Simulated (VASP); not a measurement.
Here is a VASP 6.6.1 calculation.

INCAR

```
SYSTEM = GaN
PREC = Accurate
ENCUT = 520
EDIFF = 1E-7
ISMEAR = -1
SIGMA = 0.05
LREAL = .FALSE.
LASPH = .TRUE.
NELM = 60
ALGO = Normal
ISIF = 2
LWAVE = .FALSE.
LCHARG = .FALSE.
GGA = RE
IVDW = 13
NBANDS = 26
```

File KPOINTS:

```
Automatic mesh
0
G
  10 10 5
  0 0 0
```

Contents of POSCAR:

```
GaN
1.0
    3.1370217585      0.0000000000      0.0000000000
   -1.5685108793      2.7167405351      0.0000000000
    0.0000000000      0.0000000000      5.0961806304
Ga N
2 2
Direct
    0.6666666667      0.3333333333      0.5000000000
    0.3333333333      0.6666666667      0.0000000000
    0.6666666667      0.3333333333      0.8750000000
    0.3333333333      0.6666666667      0.3750000000
```

Potentials or basis: VASP PAW PBE potentials, release 64 (Ga_d, N).

Command:

```console
$ cat potpaw_PBE.64/Ga_d/POTCAR potpaw_PBE.64/N/POTCAR > POTCAR
$ mpirun -np 1 vasp_std > vasp.out
```

Problem. Predict the largest force.

Solution. 0.137 eV/Å.

Problem. Predict the pressure.

Solution. 6.5 GPa.

Stress tensor (GPa, compression positive):
```
5.54 0.00 0.00
0.00 5.54 0.00
0.00 0.00 8.30
```

Caveat: the PAW data sets were made with another functional, which shifts forces and pressure a little.
